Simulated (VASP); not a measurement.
# Cu (P6/mmm) in VASP: notebook

Runs on Cu. Level: LDA. Tasks: single point.

Everything below comes from runs of VASP 6.6.1. Logs are shortened: lines on timing, memory, paths and dates and some standing lists are left out, and cuts for length are marked.

### Step 1. The cell of the first run

It takes space group P6/mmm (No. 191, hexagonal). Conventional cell: a = 3.998 Å, b = 3.998 Å, c = 2.400 Å, α = 90.00°, β = 90.00°, γ = 120.00°. Cu (site symmetry 6/mmm) has 14 Cu at 2.40 to 2.60 Å within 3.2 Å. Cu (site symmetry -6m2) has 11 Cu at 2.31 to 2.60 Å within 3.1 Å.

### Step 2. Single point, LDA

INCAR reads:

```
SYSTEM = Cu
PREC     = Accurate       ! precision mode
ENCUT    = 520            ! plane-wave cutoff, eV
EDIFF    = 1E-6           ! SCF threshold, eV
ISMEAR   = -1             ! smearing method
SIGMA    = 0.1            ! smearing width, eV
LREAL    = .FALSE.        ! projectors in reciprocal space
LASPH    = .TRUE.         ! aspherical terms in the spheres
NELM     = 100            ! most SCF steps
ALGO     = Normal         ! electronic algorithm
ISIF     = 2              ! what is computed and relaxed
LWAVE    = .FALSE.        ! write WAVECAR
LCHARG   = .TRUE.         ! write CHGCAR
GGA      = CA             ! functional
LELF     = .TRUE.         ! ELF
LVHAR    = .TRUE.       
NBANDS   = 24             ! bands
```

KPOINTS reads:

```
Automatic mesh
0
G
  9 9 13
  0 0 0
```

POSCAR reads:

```
Cu
1.0
    3.9984259746      0.0000000000      0.0000000000
   -1.9992129873      3.4627384691      0.0000000000
    0.0000000000      0.0000000000      2.4003998116
Cu
3
Direct
    1.0000000000      1.0000000000      0.0000000000
    0.3333333333      0.6666666667      0.5000000000
    0.6666666667      0.3333333333      0.5000000000
```

Potentials or basis: VASP PAW LDA potentials, release 64 (Cu).

Launch:

```bash
cat potpaw_LDA.64/Cu/POTCAR > POTCAR
mpirun -np 1 vasp_std > vasp.out
```

OUTCAR:

```text
SYSTEM = Cu
   PREC = Accurate
   ENCUT = 520
   EDIFF = 1E-6
   ISMEAR = -1
   LREAL = .FALSE.
   LASPH = .TRUE.
   NELM = 100
   ISIF = 2
   GGA = CA

 ion  position               nearest neighbor table
   1  0.000  0.000  0.000-   2 2.60   3 2.60   2 2.60   3 2.60   2 2.60   2 2.60   3 2.60   3 2.60
                             3 2.60   3 2.60   2 2.60   2 2.60
   2  0.333  0.667  0.500-   3 2.31   3 2.31   3 2.31   1 2.60   1 2.60   1 2.60   1 2.60   1 2.60
                             1 2.60
   3  0.667  0.333  0.500-   2 2.31   2 2.31   2 2.31   1 2.60   1 2.60   1 2.60   1 2.60   1 2.60
                             1 2.60

  LATTYP: Found a hexagonal cell.
 ALAT       =     3.9984259746
 C/A-ratio  =     0.6003361890

  Lattice vectors:

 A1 = (   3.9984259746,   0.0000000000,   0.0000000000)
 A2 = (  -1.9992129873,   3.4627384691,   0.0000000000)
 A3 = (   0.0000000000,   0.0000000000,   2.4003998116)

Analysis of symmetry for initial positions (statically):
=====================================================================
 Subroutine PRICEL returns:
 Original cell was already a primitive cell.

 Routine SETGRP: Setting up the symmetry group for a
 hexagonal supercell.

 Subroutine GETGRP returns: Found 24 space group operations
 (whereof 24 operations were pure point group operations)
 out of a pool of 24 trial point group operations.

The static configuration has the point symmetry D_6h.

Analysis of symmetry for dynamics (positions and initial velocities):
=====================================================================
 Subroutine PRICEL returns:
 Original cell was already a primitive cell.

 Routine SETGRP: Setting up the symmetry group for a
 hexagonal supercell.

 Subroutine GETGRP returns: Found 24 space group operations
 (whereof 24 operations were pure point group operations)
 out of a pool of 24 trial point group operations.

The dynamic configuration has the point symmetry D_6h.

 Subroutine INISYM returns: Found 24 space group operations
 (whereof 24 operations are pure point group operations),
 and found     1 'primitive' translations

----------------------------------------------------------------------------------------

                                     Primitive cell

  volume of cell :      33.2347

  direct lattice vectors                    reciprocal lattice vectors
     3.998425975  0.000000000  0.000000000     0.250098415  0.144394387  0.000000000
    -1.999212987  3.462738469  0.000000000     0.000000000  0.288788775  0.000000000
     0.000000000  0.000000000  2.400399812     0.000000000  0.000000000  0.416597266

  length of vectors
     3.998425975  3.998425975  2.400399812     0.288788775  0.288788775  0.416597266

  position of ions in fractional coordinates (direct lattice)
     0.000000000  0.000000000  0.000000000
     0.333333333  0.666666667  0.500000000
     0.666666667  0.333333333  0.500000000

  ion indices of the primitive-cell ions
   primitive index   ion index
                 1           1
                 2           2
                 3           3

----------------------------------------------------------------------------------------

 KPOINTS: Automatic mesh

Automatic generation of k-mesh.
 Grid dimensions read from file:
 generate k-points for:    9    9   13

 Generating k-lattice:

  Cartesian coordinates                     Fractional coordinates (reciprocal lattice)
     0.027788713  0.016043821  0.000000000     0.111111111  0.000000000  0.000000000
     0.000000000  0.032087642  0.000000000     0.000000000  0.111111111  0.000000000
     0.000000000  0.000000000  0.032045944     0.000000000  0.000000000  0.076923077

  Length of vectors
     0.032087642  0.032087642  0.032045944

  Shift w.r.t. Gamma in fractional coordinates (k-lattice)
     0.000000000  0.000000000  0.000000000

 Subroutine IBZKPT returns following result:
 ===========================================

 Found     84 irreducible k-points:

 Following reciprocal coordinates:
            Coordinates               Weight
  0.000000  0.000000  0.000000      1.000000
  0.111111 -0.000000  0.000000      6.000000
  0.222222  0.000000  0.000000      6.000000
  0.333333  0.000000  0.000000      6.000000
  0.444444  0.000000  0.000000      6.000000
  0.111111  0.111111  0.000000      6.000000
[... 16 lines left out ...]
  0.333333  0.222222  0.076923     24.000000
  0.333333  0.333333  0.076923      4.000000
 [... further k-points ...]
   k-points           NKPTS =     84   k-points in BZ     NKDIM =     84   number of bands    NBANDS=     24
   number of dos      NEDOS =    301   number of ions     NIONS =      3
   total plane-waves  NPLWV =  16200
   dimension x,y,z NGX =    30 NGY =   30 NGZ =   18
   dimension x,y,z NGXF=    60 NGYF=   60 NGZF=   36
   ions per type =               3
   NGX,Y,Z   is equivalent  to a cutoff of  12.47, 12.47, 12.47 a.u.
   NGXF,Y,Z  is equivalent  to a cutoff of  24.95, 24.95, 24.93 a.u.
 SYSTEM =  Cu
   PREC   = accura    normal or accurate (medium, high low for compatibility)
   ISTART =      0    job   : 0-new  1-cont  2-samecut
   ICHARG =      2    charge: 1-file 2-atom 10-const
   ISPIN  =      1    spin polarized calculation?
   LNONCOLLINEAR =      F non collinear calculations
   LSORBIT =      F    spin-orbit coupling
   LASPH  =      T    aspherical Exc in radial PAW
   ENCUT  =  520.0 eV  38.22 Ry    6.18 a.u.   7.43  7.43  4.46*2*pi/ulx,y,z
   NELM   =    100;   NELMIN=  2; NELMDL= -5     # of ELM steps
   EDIFF  = 0.1E-05   stopping-criterion for ELM
   LREAL  =      F    real-space projection
   EDIFFG = 0.1E-04   stopping-criterion for IOM
   NSW    =      0    number of steps for IOM
   IBRION =     -1    ionic relax: 0-MD 1-quasi-New 2-CG
   NFREE  =      0    steps in history (QN), initial steepest desc. (CG)
   ISIF   =      2    stress and relaxation
   ISYM   =      2    0-nonsym 1-usesym 2-fastsym
   POTIM  = 0.5000    time-step for ionic-motion
   TEBEG  =    0.0;   TEEND  =   0.0 temperature during run
   PSTRESS=    0.0 pullay stress
   NELECT =      33.0000    total number of electrons
   NUPDOWN=      -1.0000    fix difference up-down
   EMIN   =  10.00;   EMAX   =-10.00  energy-range for DOS
   EFERMI =   0.00;   METHOD = LEGACY
   ISMEAR =    -1;   SIGMA  =   0.10  broadening in eV -4-tet -1-fermi 0-gaus
   EFERMI_NEDOS =   21; number of points for ismear=-14 and -15
   IALGO  =     38    algorithm
   IMIX   =      4    mixing-type and parameters
     AMIX     =   0.40;   BMIX     =  1.00
     AMIX_MAG =   1.60;   BMIX_MAG =  1.00
  volume/ion in A,a.u.               =      11.08        74.76
  Fermi-wavevector in a.u.,A,eV,Ry     =   1.633235  3.086367 36.292953  2.667457
  Thomas-Fermi vector in A             =   2.725074
   LORBIT       =      0    0 simple, 1 ext, 2 COOP (PROOUT), +10 PAW based schemes
   GGA     = CA    functional components
   LHFCALC =     F    Hartree Fock is set to
   AEXX    =    0.0000 exact exchange contribution
   IVDW    =     0    specifies the selected vdW correction
   LEPSILON=     F    determine dielectric tensor
   LRPA    =     F    only Hartree local field effects (RPA)
 non-spin polarized calculation
  energy-cutoff  :      520.00
  volume of cell :       33.23
 maximum number of plane-waves:       927
 NGX is ok and might be reduce to    30
   NGX = 15   NGY = 15   NGZ =  9

 number of electron      33.0000044 magnetization

 Free energy of the ion-electron system (eV)
  ---------------------------------------------------
  ext. energy  EPLUGINS =         0.00000000
  ---------------------------------------------------
  free energy    TOTEN  =       -13.87547998 eV

  energy without entropy =      -13.84629630  energy(sigma->0) =      -13.86088814

 E-fermi :   8.1654     XC(G=0): -13.4732

 val. band max:        8.1323528639   @ k =   0.3333   0.1111   0.4615
 cond. band min:       8.1710152807   @ k =   0.2222   0.1111   0.0769
 fundamental gap:      0.0386624168
 Fermi energy:         8.1654409477

 k-point     1 :       0.0000    0.0000    0.0000
  band No.  band energies     occupation
      1      -1.6678      2.00000
      2       3.2055      2.00000
      3       4.2079      2.00000
      4       4.2079      2.00000
      5       4.2670      2.00000
      6       4.2670      2.00000
[... 16 lines left out ...]
     23      23.8099      0.00000
     24      29.7081      0.00000

 k-point     2 :       0.1111   -0.0000    0.0000
  band No.  band energies     occupation
      1      -1.5037      2.00000
      2       3.2103      2.00000
      3       3.8589      2.00000
      4       4.0604      2.00000
      5       4.1487      2.00000
      6       4.4439      2.00000
[... 16 lines left out ...]
     23      24.0432      0.00000
     24      29.7518      0.00000

 k-point     3 :       0.2222    0.0000    0.0000
  band No.  band energies     occupation
      1      -1.0195      2.00000
      2       3.1223      2.00000
      3       3.4955      2.00000
      4       3.8864      2.00000
      5       4.0091      2.00000
      6       4.4384      2.00000
[... 16 lines left out ...]
     23      24.7260      0.00000
     24      29.2446      0.00000

 k-point     4 :       0.3333    0.0000    0.0000
  band No.  band energies     occupation
      1      -0.2429      2.00000
      2       2.7784      2.00000
      3       3.0080      2.00000
      4       3.8294      2.00000
      5       4.0504      2.00000
      6       4.3302      2.00000
[... 16 lines left out ...]
     23      25.8139      0.00000
     24      26.3960      0.00000

 k-point     5 :       0.4444    0.0000    0.0000
  band No.  band energies     occupation
      1       0.7648      2.00000
      2       1.8767      2.00000
      3       2.7434      2.00000
      4       3.9793      2.00000
      5       4.1246      2.00000
      6       4.1657      2.00000
[... 451 lines left out ...]
 k-point    22 :       0.2222    0.2222    0.0769
  band No.  band energies     occupation
      1       0.3399      2.00000
      2       2.6959      2.00000
      3       2.9078      2.00000
      4       3.9102      2.00000
      5       4.2358      2.00000
      6       4.4884      2.00000
[... 16 lines left out ...]
     23      23.5680      0.00000
     24      24.4034      0.00000

 k-point    23 :       0.3333    0.2222    0.0769
  band No.  band energies     occupation
      1       1.2526      2.00000
      2       2.1524      2.00000
      3       2.5989      2.00000
      4       4.0807      2.00000
      5       4.1982      2.00000
      6       4.3735      2.00000
[... 16 lines left out ...]
     23      25.6307      0.00000
     24      26.1165      0.00000

 k-point    24 :       0.3333    0.3333    0.0769
  band No.  band energies     occupation
      1       1.8969      2.00000
      2       2.1096      2.00000
      3       2.1096      2.00000
      4       4.1755      2.00000
      5       4.1755      2.00000
      6       4.3889      2.00000
[... 16 lines left out ...]
     23      26.6483      0.00000
     24      26.6483      0.00000

 [... further k-points ...]
[... 5 lines left out ...]
  --------------------------------------------------------------------------------------
  -------------------------------------------------------------------------------------
  Total        0.2376091      0.2376091      0.2124505      0.0000000      0.0000000      0.0000000
  in kB       11.4546384     11.4546384     10.2417942      0.0000000      0.0000000      0.0000000
  external PRESSURE =      11.0503570 kB  Pullay stress =       0.0000000 kB

 VOLUME and BASIS-vectors are now :
 -----------------------------------------------------------------------------
  energy-cutoff  :      520.00
  volume of cell :       33.23
      direct lattice vectors                 reciprocal lattice vectors
     3.998425975  0.000000000  0.000000000     0.250098415  0.144394387  0.000000000
    -1.999212987  3.462738469  0.000000000     0.000000000  0.288788775  0.000000000
     0.000000000  0.000000000  2.400399812     0.000000000  0.000000000  0.416597266

 POSITION                                       TOTAL-FORCE (eV/Angst)
 -----------------------------------------------------------------------------------
      0.00000      0.00000      0.00000         0.000000      0.000000      0.000000
     -0.00000      2.30849      1.20020        -0.000000      0.000000      0.000000
      1.99921      1.15425      1.20020        -0.000000      0.000000      0.000000
 -----------------------------------------------------------------------------------
    total drift:                               -0.000000      0.000000      0.000000

  FREE ENERGIE OF THE ION-ELECTRON SYSTEM (eV)
  ---------------------------------------------------
  free  energy   TOTEN  =       -13.8754799757 eV

  energy  without entropy=      -13.8462962966  energy(sigma->0) =      -13.86088814
```

Wall time 25 s (1 thread of Intel Xeon 6975P-C (Granite Rapids), shared host); peak memory 0.16 GiB.

Results:

```yaml
Free_energy: -13.8755 eV
Pressure: 1.1 GPa
```

Stress tensor (GPa, compression positive):
```
1.15 0.00 0.00
0.00 1.15 0.00
0.00 0.00 1.02
```

Levels at points of the mesh, in eV from the Fermi level:
```tsv
k point	band 14	band 15	band 16	band 17	band 18	band 19
(0.00, 0.00, 0.00)	-2.52	-1.64	-1.64	4.77	4.77	4.78
```

### Step 3. Single point, LDA (volume scaled by 0.88)

INCAR reads:

```
SYSTEM = Cu
  ALGO = Normal
  EDIFF = 1E-6
  ENCUT = 520
  ISIF = 2
  ISMEAR = -1
  LASPH = .True.
  LCHARG = .False.
  LREAL = .False.
  LWAVE = .False.
  NBANDS = 24
  NELM = 80
  PREC = Accurate
  SIGMA = 0.1
```

KPOINTS reads:

```
k-points
0
Gamma
  10 10 15
  0 0 0
```

POSCAR reads:

```
Cu
1.0
    3.8316275223      0.0000000000      0.0000000000
   -1.9158137612      3.3182867722      0.0000000000
    0.0000000000      0.0000000000      2.3002646644
Cu
3
Direct
    1.0000000000      1.0000000000      0.0000000000
    0.3333333333      0.6666666667      0.5000000000
    0.6666666667      0.3333333333      0.5000000000
```

Potentials or basis: VASP PAW LDA potentials, release 64 (Cu).

Launch:

```bash
cat potpaw_LDA.64/Cu/POTCAR > POTCAR
mpirun -np 1 vasp_std > vasp.out
```

It took 31 s on 1 thread of Intel Xeon 6975P-C (Granite Rapids), shared host; peak memory 0.16 GiB.

Results (log left out):

| Item | Value |
| --- | --- |
| Free energy | -13.5009 eV |
| Pressure | 32.9 GPa |

Stress tensor (GPa, compression positive):
```
33.09  0.00  0.00
 0.00 33.09  0.00
 0.00  0.00 32.41
```

Levels at points of the mesh, in eV from the Fermi level:
| k point | band 14 | band 15 | band 16 | band 17 | band 18 | band 19 |
| --- | --- | --- | --- | --- | --- | --- |
| (0.00, 0.00, 0.00) | -2.85 | -1.77 | -1.77 | 5.16 | 5.16 | 5.16 |
| (0.50, 0.00, 0.00) | -2.06 | -2.05 | -1.92 | -1.73 | -1.22 | 5.31 |
